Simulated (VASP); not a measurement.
Runs of VASP 6.6.1 on SrBrCl. The structure is that of space group P3m1 (No. 156), or close to it. The cells are those of the table. 

```csv
task,cell,smearing,gap on the mesh (eV),largest force (eV/Å)
single point,"a = 4.290, b = 4.290, c = 30.904 Å, angles 90.0, 90.0, 120.0°, 3 atoms",gaussian 0.1 eV,4.64,0.04
single point,"a = 4.295, b = 4.295, c = 30.904 Å, angles 90.0, 90.0, 120.0°, 3 atoms",gaussian 0.02 eV,(a),0.02
single point,"a = 3.812, b = 3.812, c = 18.000 Å, angles 90.0, 90.0, 120.0°, 3 atoms",gaussian 0.1 eV,4.11,0.76
single point,"a = 4.290, b = 4.290, c = 30.904 Å, angles 90.0, 90.0, 120.0°, 3 atoms",gaussian 0.02 eV,4.64,0.04
```

Alike in all rows: level PBE; potentials or basis VASP PAW PBE potentials, release 64 (Sr_sv, Br, Cl); no spin polarisation; k mesh 6 × 6 × 1; cutoff (eV) 520.

Q: Fill in the values left out.

A: (a) 4.63.

A k mesh can miss the band edges, and the runs leave out spin-orbit coupling on Br, Sr.
